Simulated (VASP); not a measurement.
# Nb2O (Pn-3m) in VASP: a series of runs

The runs below take Nb2O through single point, relaxation of cell and atoms, with PBE.

Program: VASP 6.6.1. These are calculated values, not measurements. Logs are shortened: lines on timing, memory, paths and dates and some standing lists are left out, and cuts for length are marked.

**1. The cell of the first run**

Symmetry: Pn-3m, No. 224, cubic system. The conventional cell has a = 4.460 Å, b = 4.460 Å, c = 4.460 Å, α = 90.00°, β = 90.00°, γ = 90.00°. Nb (site symmetry -3m) has 2 O at 1.93 Å within 2.6 Å. Within 2.6 Å of O (site symmetry -43m) lie 4 Nb at 1.93 Å.

**2. Single point, PBE**

Input file INCAR:

```
PREC = Accurate ; ENCUT = 520
EDIFF = 1E-6 ; ISMEAR = 0
SIGMA = 0.1 ; LREAL = F
LASPH = T ; NELM = 100
ALGO = Normal ; ISIF = 2
LWAVE = F ; LCHARG = F
GGA = PE ; NBANDS = 41
```

Input file KPOINTS:

```
Automatic mesh
0
Gamma
  4 4 4
```

Input file POSCAR:

```
Nb2O
1.0
    4.4601546907      0.0000000000      0.0000000000
    0.0000000000      4.4601546907      0.0000000000
    0.0000000000      0.0000000000      4.4601546907
Nb O
4 2
Direct
    0.2500000000      0.2500000000      0.2500000000
    0.2500000000      0.7500000000      0.7500000000
    0.7500000000      0.7500000000      0.2500000000
    0.7500000000      0.2500000000      0.7500000000
    0.0000000000      0.0000000000      0.0000000000
    0.5000000000      0.5000000000      0.5000000000
```

Potentials or basis: VASP PAW PBE potentials, release 64 (Nb_sv, O).

On the command line:

```console
$ cat potpaw_PBE.64/Nb_sv/POTCAR potpaw_PBE.64/O/POTCAR > POTCAR
$ mpirun -np 1 vasp_std > vasp.out
```

OUTCAR:

```text
PREC = Accurate
   ENCUT = 520
   EDIFF = 1E-6
   ISMEAR = 0
   LREAL = F
   LASPH = T
   NELM = 100
   ISIF = 2
   GGA = PE

 ion  position               nearest neighbor table
   1  0.250  0.250  0.250-   5 1.93   6 1.93
   2  0.250  0.750  0.750-   5 1.93   6 1.93
   3  0.750  0.750  0.250-   5 1.93   6 1.93
   4  0.750  0.250  0.750-   5 1.93   6 1.93
   5  0.000  0.000  0.000-   1 1.93   2 1.93   3 1.93   4 1.93
   6  0.500  0.500  0.500-   1 1.93   2 1.93   3 1.93   4 1.93

  LATTYP: Found a simple cubic cell.
 ALAT       =     4.4601546907

  Lattice vectors:

 A1 = (   4.4601546907,   0.0000000000,   0.0000000000)
 A2 = (   0.0000000000,   4.4601546907,   0.0000000000)
 A3 = (   0.0000000000,   0.0000000000,   4.4601546907)

Analysis of symmetry for initial positions (statically):
=====================================================================
 Subroutine PRICEL returns:
 Original cell was already a primitive cell.

 Routine SETGRP: Setting up the symmetry group for a
 simple cubic supercell.

 Subroutine GETGRP returns: Found 48 space group operations
 (whereof 24 operations were pure point group operations)
 out of a pool of 48 trial point group operations.

The static configuration has the point symmetry T_d .
 The point group associated with its full space group is O_h .

Analysis of symmetry for dynamics (positions and initial velocities):
=====================================================================
 Subroutine PRICEL returns:
 Original cell was already a primitive cell.

 Routine SETGRP: Setting up the symmetry group for a
 simple cubic supercell.

 Subroutine GETGRP returns: Found 48 space group operations
 (whereof 24 operations were pure point group operations)
 out of a pool of 48 trial point group operations.

The dynamic configuration has the point symmetry T_d .
 The point group associated with its full space group is O_h .

 Subroutine INISYM returns: Found 48 space group operations
 (whereof 24 operations are pure point group operations),
 and found     1 'primitive' translations

----------------------------------------------------------------------------------------

                                     Primitive cell

  volume of cell :      88.7258

  direct lattice vectors                    reciprocal lattice vectors
     4.460154691  0.000000000  0.000000000     0.224207470  0.000000000  0.000000000
[... 75 lines left out ...]
   LSORBIT =      F    spin-orbit coupling
   LASPH  =      T    aspherical Exc in radial PAW
   ENCUT  =  520.0 eV  38.22 Ry    6.18 a.u.   8.29  8.29  8.29*2*pi/ulx,y,z
   NELM   =    100;   NELMIN=  2; NELMDL= -5     # of ELM steps
   EDIFF  = 0.1E-05   stopping-criterion for ELM
   LREAL  =      F    real-space projection
[... 7 lines left out ...]
   TEBEG  =    0.0;   TEEND  =   0.0 temperature during run
   PSTRESS=    0.0 pullay stress
   NELECT =      64.0000    total number of electrons
   NUPDOWN=      -1.0000    fix difference up-down
   EMIN   =  10.00;   EMAX   =-10.00  energy-range for DOS
   EFERMI =   0.00;   METHOD = LEGACY
   ISMEAR =     0;   SIGMA  =   0.10  broadening in eV -4-tet -1-fermi 0-gaus
   EFERMI_NEDOS =   21; number of points for ismear=-14 and -15
   IALGO  =     38    algorithm
   IMIX   =      4    mixing-type and parameters
     AMIX     =   0.40;   BMIX     =  1.00
     AMIX_MAG =   1.60;   BMIX_MAG =  1.00
  volume/ion in A,a.u.               =      14.79        99.79
  Fermi-wavevector in a.u.,A,eV,Ry     =   1.468199  2.774494 29.328828  2.155608
  Thomas-Fermi vector in A             =   2.583725
   LORBIT       =      0    0 simple, 1 ext, 2 COOP (PROOUT), +10 PAW based schemes
   GGA     = PE    functional components
   LHFCALC =     F    Hartree Fock is set to
   AEXX    =    0.0000 exact exchange contribution
   IVDW    =     0    specifies the selected vdW correction
   LEPSILON=     F    determine dielectric tensor
   LRPA    =     F    only Hartree local field effects (RPA)
 non-spin polarized calculation
 Gauss-broadening in eV      SIGMA  =   0.10
  energy-cutoff  :      520.00
  volume of cell :       88.73
 maximum number of plane-waves:      2440
 NGX is ok and might be reduce to    36
   NGX = 17   NGY = 17   NGZ = 17

 number of electron      63.9999998 magnetization

 Free energy of the ion-electron system (eV)
  ---------------------------------------------------
  ext. energy  EPLUGINS =         0.00000000
  ---------------------------------------------------
  free energy    TOTEN  =       -55.86898761 eV

  energy without entropy =      -55.85871662  energy(sigma->0) =      -55.86385212

 E-fermi :  10.8396     XC(G=0): -12.1847

 val. band max:       10.7801516818   @ k =   0.5000   0.5000   0.2500
 cond. band min:      10.8402199824   @ k =   0.5000   0.5000   0.0000
 fundamental gap:      0.0600683006
 Fermi energy:        10.8396184879

 k-point     1 :       0.0000    0.0000    0.0000
  band No.  band energies     occupation
      1     -44.6771      2.00000
      2     -44.5204      2.00000
      3     -44.5204      2.00000
      4     -44.5204      2.00000
      5     -22.4755      2.00000
      6     -21.1407      2.00000
[... 429 lines left out ...]
     40      13.8191      0.00000
     41      13.9755      0.00000

------------------------ aborting loop because EDIFF is reached ----------------------------------------

  FORCE on cell =-STRESS in cart. coord.  units (eV):
  Direction    XX          YY          ZZ          XY          YZ          ZX
  --------------------------------------------------------------------------------------
  -------------------------------------------------------------------------------------
  Total       11.3657773     11.3657773     11.3657773      0.0000000      0.0000000      0.0000000
  in kB      205.2390323    205.2390323    205.2390323      0.0000000      0.0000000      0.0000000
  external PRESSURE =     205.2390323 kB  Pullay stress =       0.0000000 kB

 VOLUME and BASIS-vectors are now :
 -----------------------------------------------------------------------------
  energy-cutoff  :      520.00
  volume of cell :       88.73
      direct lattice vectors                 reciprocal lattice vectors
     4.460154691  0.000000000  0.000000000     0.224207470  0.000000000  0.000000000
     0.000000000  4.460154691  0.000000000     0.000000000  0.224207470  0.000000000
     0.000000000  0.000000000  4.460154691     0.000000000  0.000000000  0.224207470

 POSITION                                       TOTAL-FORCE (eV/Angst)
 -----------------------------------------------------------------------------------
      1.11504      1.11504      1.11504        -0.000000     -0.000000      0.000000
      1.11504      3.34512      3.34512        -0.000000      0.000000      0.000000
      3.34512      3.34512      1.11504         0.000000      0.000000      0.000000
      3.34512      1.11504      3.34512        -0.000000     -0.000000     -0.000000
      0.00000      0.00000      0.00000         0.000000     -0.000000     -0.000000
      2.23008      2.23008      2.23008         0.000000     -0.000000      0.000000
 -----------------------------------------------------------------------------------
    total drift:                                0.000000      0.000000      0.000000

  FREE ENERGIE OF THE ION-ELECTRON SYSTEM (eV)
  ---------------------------------------------------
  free  energy   TOTEN  =       -55.8689876069 eV

  energy  without entropy=      -55.8587166236  energy(sigma->0) =      -55.86385212
```

stdout:

```text
POSCAR found type information on POSCAR NbO
 POSCAR found :  2 types and       6 ions
 scaLAPACK will be used
 LDA part: xc-table for (Slater+PW92), standard interpolation
 POSCAR, INCAR and KPOINTS ok, starting setup
 FFT: planning ... GRIDC
 FFT: planning ... GRID_SOFT
 FFT: planning ... GRID
 WAVECAR not read
 entering main loop
```

Wall time 33 s (1 thread of Intel Xeon Platinum 8259CL at 2.50GHz (Skylake/Cascade Lake), shared host); peak memory 0.21 GiB.

Results:

```
Free energy            : -55.8690 eV
Pressure               : 20.5 GPa
Band gap on the k mesh : zero (band 32 reaches 12.19 eV, above the bottom of band 33 at 10.42 eV)
```

Levels at points of the mesh, in eV from the Fermi level:
| k point | band 29 | band 30 | band 31 | band 32 | band 33 | band 34 | band 35 | band 36 |
| --- | --- | --- | --- | --- | --- | --- | --- | --- |
| (0.00, 0.00, 0.00) | -2.92 | -2.92 | 1.35 | 1.35 | 1.75 | 1.75 | 1.75 | 2.11 |
| (0.50, 0.00, 0.00) | -1.28 | -1.28 | -0.97 | -0.97 | 0.26 | 0.26 | 0.89 | 0.89 |
| (0.50, 0.50, 0.00) | -0.85 | -0.85 | -0.80 | -0.80 | 0.00 | 0.00 | 0.22 | 0.22 |
| (0.50, 0.50, 0.50) | -1.17 | -0.42 | -0.42 | -0.42 | 1.62 | 1.62 | 1.62 | 1.66 |

**3. Single point, PBE**

This run uses another cell than the first one, of 16.21 Å³/atom, 1.096 times its volume.

Input file INCAR:

```
  PREC = Accurate
  ENCUT = 520
  EDIFF = 1E-6
  ISMEAR = 0
  SIGMA = 0.1
  LREAL = F
  LASPH = T
  NELM = 60
  ALGO = Normal
  ISIF = 2
  LWAVE = F
  LCHARG = F
  GGA = PE
  NBANDS = 41
```

KPOINTS is that of step 2.

POSCAR: that of step 2 with these lines changed.

```diff
@@ -2,5 +2,5 @@
 1.0
-    4.4601546907      0.0000000000      0.0000000000
-    0.0000000000      4.4601546907      0.0000000000
-    0.0000000000      0.0000000000      4.4601546907
+    4.5984302383      0.0000000000      0.0000000000
+    0.0000000000      4.5984302383      0.0000000000
+    0.0000000000      0.0000000000      4.5984302383
 Nb O
```

Potentials or basis: VASP PAW PBE potentials, release 64 (Nb_sv, O).

On the command line:

```console
$ cat potpaw_PBE.64/Nb_sv/POTCAR potpaw_PBE.64/O/POTCAR > POTCAR
$ mpirun -np 1 vasp_std > vasp.out
```

Run time: 37 s. Hardware: 1 thread of Intel Xeon Platinum 8259CL at 2.50GHz (Skylake/Cascade Lake), shared host; peak memory 0.2 GiB.

Results (log left out):

| Quantity | Value |
| --- | --- |
| Free energy | -56.3692 eV |
| Pressure | -0.4 GPa |
| Band gap on the k mesh | zero (band 32 reaches 10.82 eV, above the bottom of band 33 at 9.25 eV) |

Levels at points of the mesh, in eV from the Fermi level:
```csv
k point,band 28,band 29,band 30,band 31,band 32,band 33,band 34,band 35,band 36,band 37
"(0.00, 0.00, 0.00)",-2.59,-2.59,-2.59,1.17,1.17,1.51,1.51,1.51,1.81,1.81
"(0.50, 0.00, 0.00)",-1.48,-1.13,-1.13,-0.88,-0.88,0.21,0.21,0.79,0.79,1.84
"(0.50, 0.50, 0.00)",-2.06,-0.76,-0.76,-0.69,-0.69,0.01,0.01,0.21,0.21,1.30
"(0.50, 0.50, 0.50)",-1.02,-1.02,-0.37,-0.37,-0.37,1.45,1.45,1.45,1.46,1.46
```

**4. Single point, PBE**

This run uses another cell than the first one, of 16.21 Å³/atom, 1.096 times its volume.

Input file INCAR:

```
  PREC = Accurate
  ENCUT = 520
  EDIFF = 1E-7
  ISMEAR = 0
  SIGMA = 0.1
  LREAL = False
  LASPH = True
  NELM = 80
  ALGO = Normal
  ISIF = 2
  LWAVE = False
  LCHARG = False
  GGA = PE
  NBANDS = 41
```

Input file KPOINTS:

```
regular mesh
0
Gamma
  8 8 8
```

POSCAR is that of step 3.

Potentials or basis: VASP PAW PBE potentials, release 64 (Nb_sv, O).

On the command line:

```console
$ cat potpaw_PBE.64/Nb_sv/POTCAR potpaw_PBE.64/O/POTCAR > POTCAR
$ mpirun -np 1 vasp_std > vasp.out
```

OUTCAR:

```text
PREC = Accurate
   ENCUT = 520
   EDIFF = 1E-7
   ISMEAR = 0
   LREAL = False
   LASPH = True
   NELM = 80
   ISIF = 2
   GGA = PE

 ion  position               nearest neighbor table
   1  0.250  0.250  0.250-   5 1.99   6 1.99
   2  0.250  0.750  0.750-   5 1.99   6 1.99
   3  0.750  0.750  0.250-   5 1.99   6 1.99
   4  0.750  0.250  0.750-   5 1.99   6 1.99
   5  0.000  0.000  0.000-   1 1.99   2 1.99   3 1.99   4 1.99
   6  0.500  0.500  0.500-   1 1.99   2 1.99   3 1.99   4 1.99

  LATTYP: Found a simple cubic cell.
 ALAT       =     4.5984302383

  Lattice vectors:

 A1 = (   4.5984302383,   0.0000000000,   0.0000000000)
 A2 = (   0.0000000000,   4.5984302383,   0.0000000000)
 A3 = (   0.0000000000,   0.0000000000,   4.5984302383)

Analysis of symmetry for initial positions (statically):
=====================================================================
 Subroutine PRICEL returns:
 Original cell was already a primitive cell.

 Routine SETGRP: Setting up the symmetry group for a
 simple cubic supercell.

 Subroutine GETGRP returns: Found 48 space group operations
 (whereof 24 operations were pure point group operations)
 out of a pool of 48 trial point group operations.

The static configuration has the point symmetry T_d .
 The point group associated with its full space group is O_h .

Analysis of symmetry for dynamics (positions and initial velocities):
=====================================================================
 Subroutine PRICEL returns:
 Original cell was already a primitive cell.

 Routine SETGRP: Setting up the symmetry group for a
 simple cubic supercell.

 Subroutine GETGRP returns: Found 48 space group operations
 (whereof 24 operations were pure point group operations)
 out of a pool of 48 trial point group operations.

The dynamic configuration has the point symmetry T_d .
 The point group associated with its full space group is O_h .

[... 127 lines left out ...]
  volume/ion in A,a.u.               =      16.21       109.36
  Fermi-wavevector in a.u.,A,eV,Ry     =   1.424050  2.691064 27.591503  2.027918
  Thomas-Fermi vector in A             =   2.544582
   LORBIT       =      0    0 simple, 1 ext, 2 COOP (PROOUT), +10 PAW based schemes
   GGA     = PE    functional components
   LHFCALC =     F    Hartree Fock is set to
   AEXX    =    0.0000 exact exchange contribution
   IVDW    =     0    specifies the selected vdW correction
   LEPSILON=     F    determine dielectric tensor
   LRPA    =     F    only Hartree local field effects (RPA)
 non-spin polarized calculation
 Gauss-broadening in eV      SIGMA  =   0.10
  energy-cutoff  :      520.00
  volume of cell :       97.24
 maximum number of plane-waves:      2657
 NGX is ok and might be reduce to    36
   NGX = 17   NGY = 17   NGZ = 17

 number of electron      64.0000003 magnetization

 Free energy of the ion-electron system (eV)
  ---------------------------------------------------
  ext. energy  EPLUGINS =         0.00000000
  ---------------------------------------------------
  free energy    TOTEN  =       -56.38031899 eV

  energy without entropy =      -56.35936561  energy(sigma->0) =      -56.36984230

 E-fermi :   9.5973     XC(G=0): -11.7158

 val. band max:        9.5933795110   @ k =   0.2500   0.1250   0.1250
 cond. band min:       9.6125999304   @ k =   0.3750   0.3750   0.3750
 fundamental gap:      0.0192204194
 Fermi energy:         9.5972922264

 k-point     1 :       0.0000    0.0000    0.0000
  band No.  band energies     occupation
      1     -46.0133      2.00000
      2     -45.9108      2.00000
      3     -45.9108      2.00000
      4     -45.9108      2.00000
      5     -23.3310      2.00000
      6     -22.3825      2.00000
[... 1045 lines left out ...]
     40      11.6881      0.00000
     41      12.4367      0.00000

 [... further k-points ...]

------------------------ aborting loop because EDIFF is reached ----------------------------------------

  FORCE on cell =-STRESS in cart. coord.  units (eV):
  Direction    XX          YY          ZZ          XY          YZ          ZX
  --------------------------------------------------------------------------------------
  -------------------------------------------------------------------------------------
  Total       -0.2350301     -0.2350301     -0.2350301      0.0000000     -0.0000000      0.0000000
  in kB       -3.8726236     -3.8726236     -3.8726236      0.0000000     -0.0000000      0.0000000
  external PRESSURE =      -3.8726236 kB  Pullay stress =       0.0000000 kB

 VOLUME and BASIS-vectors are now :
 -----------------------------------------------------------------------------
  energy-cutoff  :      520.00
  volume of cell :       97.24
      direct lattice vectors                 reciprocal lattice vectors
     4.598430238  0.000000000  0.000000000     0.217465515  0.000000000  0.000000000
     0.000000000  4.598430238  0.000000000     0.000000000  0.217465515  0.000000000
     0.000000000  0.000000000  4.598430238     0.000000000  0.000000000  0.217465515

 POSITION                                       TOTAL-FORCE (eV/Angst)
 -----------------------------------------------------------------------------------
      1.14961      1.14961      1.14961         0.000000      0.000000     -0.000000
      1.14961      3.44882      3.44882        -0.000000      0.000000     -0.000000
      3.44882      3.44882      1.14961         0.000000     -0.000000      0.000000
      3.44882      1.14961      3.44882        -0.000000     -0.000000      0.000000
      0.00000      0.00000      0.00000         0.000000      0.000000      0.000000
      2.29922      2.29922      2.29922         0.000000      0.000000     -0.000000
 -----------------------------------------------------------------------------------
    total drift:                                0.000000      0.000000      0.000000

  FREE ENERGIE OF THE ION-ELECTRON SYSTEM (eV)
  ---------------------------------------------------
  free  energy   TOTEN  =       -56.3803189902 eV

  energy  without entropy=      -56.3593656083  energy(sigma->0) =      -56.36984230
```

OSZICAR:

```text
N       E                     dE             d eps       ncg     rms          rms(c)
DAV:   1     0.820234309749E+03    0.82023E+03   -0.34928E+04  2870   0.162E+03
DAV:   2     0.113644574902E+02   -0.80887E+03   -0.78429E+03  3429   0.662E+02
DAV:   3    -0.587779314947E+02   -0.70142E+02   -0.68191E+02  4876   0.150E+02
DAV:   4    -0.628971331300E+02   -0.41192E+01   -0.40590E+01  4860   0.323E+01
DAV:   5    -0.631147223960E+02   -0.21759E+00   -0.21598E+00  4516   0.678E+00    0.188E+01
DAV:   6    -0.564725088509E+02    0.66422E+01   -0.35504E+01  4060   0.327E+01    0.744E+00
DAV:   7    -0.563704880823E+02    0.10202E+00   -0.36500E+00  4626   0.934E+00    0.303E+00
DAV:   8    -0.563741630569E+02   -0.36750E-02   -0.26801E-01  4492   0.262E+00    0.153E+00
DAV:   9    -0.563800445740E+02   -0.58815E-02   -0.34613E-02  3819   0.147E+00    0.151E-01
DAV:  10    -0.563802626932E+02   -0.21812E-03   -0.33017E-03  5131   0.299E-01    0.996E-02
DAV:  11    -0.563803160304E+02   -0.53337E-04   -0.16775E-04  4123   0.806E-02    0.470E-02
DAV:  12    -0.563803206950E+02   -0.46646E-05   -0.34821E-05  4234   0.533E-02    0.846E-03
DAV:  13    -0.563803192491E+02    0.14459E-05   -0.40130E-06  4274   0.114E-02    0.407E-03
DAV:  14    -0.563803190444E+02    0.20472E-06   -0.99220E-07  3140   0.555E-03    0.941E-04
DAV:  15    -0.563803189902E+02    0.54232E-07   -0.67397E-08  2412   0.237E-03
   1 F= -.56380319E+02 E0= -.56369842E+02  d E =-.209534E-01
```

Run time: 2.1 min. Hardware: 1 thread of Intel Xeon Platinum 8259CL at 2.50GHz (Skylake/Cascade Lake), shared host; peak memory 0.25 GiB.

What came out:

```
Free energy            : -56.3803 eV
Pressure               : -0.4 GPa
Band gap on the k mesh : zero (band 32 reaches 10.81 eV, above the bottom of band 33 at 9.24 eV)
```

(Continued in part 2 of 2.)
